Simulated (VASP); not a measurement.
Tc, 4 atoms in the cell. The structure is hexagonal, space group P6_3/mmc (No. 194). Conventional cell: a = 2.720 Å, b = 2.720 Å, c = 8.748 Å, α = 90.00°, β = 90.00°, γ = 120.00°. Tc (site symmetry -6m2) has 12 Tc at 2.69 to 2.72 Å within 3.6 Å. Tc (site symmetry -3m) has 12 Tc at 2.69 to 2.72 Å within 3.6 Å. 

- Program: VASP 6.6.1
- Task: single point
- Functional: PBEsol
- Potentials or basis: VASP PAW PBE potentials, release 64 (Tc_pv)
- Cutoff: 520 eV
- k mesh: 11 × 11 × 3
- Occupations: fermi-dirac, width 0.05 eV
- Spin: no spin polarisation
- Dipole correction: no
- Further INCAR settings: ALGO = Fast; EDIFF = 1e-06; NBANDS = 34

Potentials or basis: VASP PAW PBE potentials, release 64 (Tc_pv).

Launch:

```bash
$ cat potpaw_PBE.64/Tc_pv/POTCAR > POTCAR
$ mpirun -np 1 vasp_std > vasp.out
```

Hardware: 1 thread of Intel(R) Xeon(R) 6975P-C (Granite Rapids), on a shared host.

Question: How long does it take, and how much memory?

Answer: It took 33 s on 1 thread of Intel(R) Xeon(R) 6975P-C (Granite Rapids), with other jobs on the host, peak memory 0.19 GiB. Counts: scf iterations 15, k points 32.
